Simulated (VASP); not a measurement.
Input of a VASP 6.6.1 run:

INCAR

```
PREC = Accurate
ENCUT = 600
EDIFF = 1E-6
ISMEAR = 0
SIGMA = 0.01
LREAL = F
LASPH = T
NELM = 100
ALGO = Normal
ISIF = 3
LWAVE = F
LCHARG = F
GGA = B5
ALDAX = 1.0
AGGAX = 1.0
AGGAC = 1.0
ALDAC = 0.0
IVDW = 12
VDW_S6 = 1.0
VDW_S8 = 2.6996
VDW_A1 = 0.4298
VDW_A2 = 4.2359
IBRION = 2
NSW = 80
EDIFFG = -0.02
```

File KPOINTS:

```
Automatic mesh
0
Gamma
  4 4 4
```

POSCAR

```
BaTiO3
1.0
    2.8273670000      1.6323810000      2.3183930000
   -2.8273670000      1.6323810000      2.3183930000
    0.0000000000     -3.2647620000      2.3183930000
Ba Ti O
1 1 3
Direct
    0.0000000000      0.0000000000      0.0000000000
    0.4845000000      0.4845000000      0.4845000000
    0.5086000000      0.5086000000      0.0175000000
    0.0175000000      0.5086000000      0.5086000000
    0.5086000000      0.0175000000      0.5086000000
```

Potentials or basis: VASP PAW PBE potentials, release 64 (Ba_sv, Ti_sv, O).

Run with:

```sh
$ cat potpaw_PBE.64/Ba_sv/POTCAR potpaw_PBE.64/Ti_sv/POTCAR potpaw_PBE.64/O/POTCAR > POTCAR
$ mpirun -np 1 vasp_std > vasp.out
```

Problem. Predict the space group after relaxing (to 0.05 Å).

Solution. R3m (No. 160).

Problem. What does it give for the relaxed cell?

Solution. a = 4.043 Å, b = 4.043 Å, c = 4.043 Å, α = 89.82°, β = 89.82°, γ = 89.82°.

Problem. What does it give for the dispersion energy per atom?

Solution. -0.595 eV.

Problem. Estimate the band gap on the k mesh.

Solution. 2.38 eV, indirect (least direct gap 2.81 eV).

The path:
```csv
step,energy change (eV),largest force (eV/Å),pressure (GPa),volume (Å³)
1,0.0000,0.2870,4.79,64.20
2,0.0082,0.3740,-4.87,67.83
3,-0.0272,0.1025,0.00,65.86
4,-0.0272,0.1030,0.06,65.82
5,-0.0281,0.0753,0.08,65.89
6,-0.0293,0.0274,0.06,66.03
7,-0.0294,0.0151,0.06,66.10
```

Caveat: the PAW data sets were made with another functional, which shifts forces and pressure a little; spin-orbit coupling is left out, which moves the levels of the heavy elements. A k mesh can miss the band edges.
